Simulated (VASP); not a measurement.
Input of a VASP 6.6.1 run:

Contents of INCAR:

```
PREC     = Accurate       # precision mode
ENCUT    = 520            # plane-wave cutoff, eV
EDIFF    = 1E-6           # SCF threshold, eV
ISMEAR   = 0              # smearing method
SIGMA    = 0.15           # smearing width, eV
LREAL    = Auto         
LASPH    = T              # aspherical terms in the spheres
NELM     = 100            # most SCF steps
ALGO     = Normal         # electronic algorithm
ISIF     = 2              # what is computed and relaxed
LWAVE    = F              # write WAVECAR
LCHARG   = F              # write CHGCAR
GGA      = PE             # functional
IVDW     = 12             # dispersion correction
NBANDS   = 47             # bands
```

File KPOINTS:

```
Automatic mesh
0
Gamma
  3 2 1
```

POSCAR

```
Al18HCl
1.0
    5.7275650000      0.0000000000      0.0000000000
    4.2956740000      7.4403250000      0.0000000000
    0.0000000000      0.0000000000     15.6765370000
Al Cl H
18 1 1
Direct
    0.1666666600      0.1111111100      0.0637896000
    0.6666666500      0.1111111100      0.0637896000
    0.1666666400      0.4444444500      0.0637896000
    0.6666666300      0.4444444500      0.0637896000
    0.1666666200      0.7777777900      0.0637896000
    0.6666666100      0.7777777900      0.0637896000
   -0.1682505984      0.2227097682      0.2156333965
    0.3339225443      0.2211831743      0.2134619664
   -0.1684539050      0.5575633325      0.2133945211
    0.3321088434      0.5581760949      0.2144280921
   -0.1749846673      0.8912786980      0.2172750225
    0.3339631413      0.8909740241      0.2163722495
   -0.0187418504      0.0032098723      0.3659823925
    0.5130403964     -0.0142436540      0.4126759416
    0.0295482023      0.3002469661      0.3669879404
    0.4945028877      0.3354984028      0.3690604683
    0.0026258590      0.6774643607      0.3686186445
    0.4916121570      0.6708987783      0.3704795403
    0.4934402913     -0.0001340433      0.5510255735
   -0.1421872038      0.5374684610      0.3353259100
```

Potentials or basis: VASP PAW PBE potentials, release 64 (Al, Cl, H).

Run with:

```bash
$ cat potpaw_PBE.64/Al/POTCAR potpaw_PBE.64/Cl/POTCAR potpaw_PBE.64/H/POTCAR > POTCAR
$ mpirun -np 1 vasp_std > vasp.out
```

Q: Predict the band gap on the k mesh.

A: Zero (bands 31 and 32 overlap by 0.19 eV).

Q: Predict the dispersion energy per atom.

A: -0.214 eV.

Q: Estimate the largest force.

A: 0.183 eV/Å.

Forces in eV/Å, atoms in the order of the input:
```
Al  -0.011 -0.016 -0.035
Al   0.013  0.075  0.004
Al   0.093 -0.099 -0.019
Al  -0.125  0.059 -0.008
Al   0.143 -0.016  0.113
Al  -0.120  0.006 -0.022
Al   0.003 -0.002 -0.001
Al  -0.002  0.002  0.004
Al   0.001  0.000  0.002
Al   0.001  0.001  0.000
Al   0.006  0.001 -0.004
Al  -0.007  0.003  0.000
Al   0.010 -0.001 -0.010
Al  -0.013 -0.004  0.020
Al   0.016 -0.006 -0.004
Al  -0.001  0.003 -0.007
Al  -0.005 -0.013 -0.006
Al   0.004  0.010 -0.005
Cl   0.003  0.002 -0.030
H   -0.008 -0.005  0.007
```

Caveat: the k points lie up to 0.42 Å⁻¹ apart.
